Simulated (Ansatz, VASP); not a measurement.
One calculation of Mo, two programs

```
CELL_PARAMETERS angstrom
-1.55560 1.55560 1.55560
1.55560 -1.55560 1.55560
1.55560 1.55560 -1.55560
ATOMIC_POSITIONS crystal
Mo 0.00000 0.00000 0.00000
```

Alike in both runs: functional LDA; k mesh 19 × 19 × 19; occupations fermi-dirac, width 0.08 eV; no spin polarisation.

Ansatz relaxed the structure, and its values are those at the end. VASP's run is a single point on that final structure, the one shown.

```csv
,VASP,Ansatz
version,VASP 6.6.1,Ansatz 0.2.0
potentials or method,"VASP PAW LDA potentials, release 64 (Mo_sv)","PAW with Ansatz's default frozen-core files, scalar-relativistic"
plane-wave cutoff (eV),520,420
valence electrons in the cell,14,14
```

```tsv
	VASP	Ansatz	Ansatz less VASP
pressure (GPa)	1.2	0.0	-1.21
```

LDA's correlation is that of Perdew and Zunger in VASP and of Perdew and Wang (1992) in Ansatz.
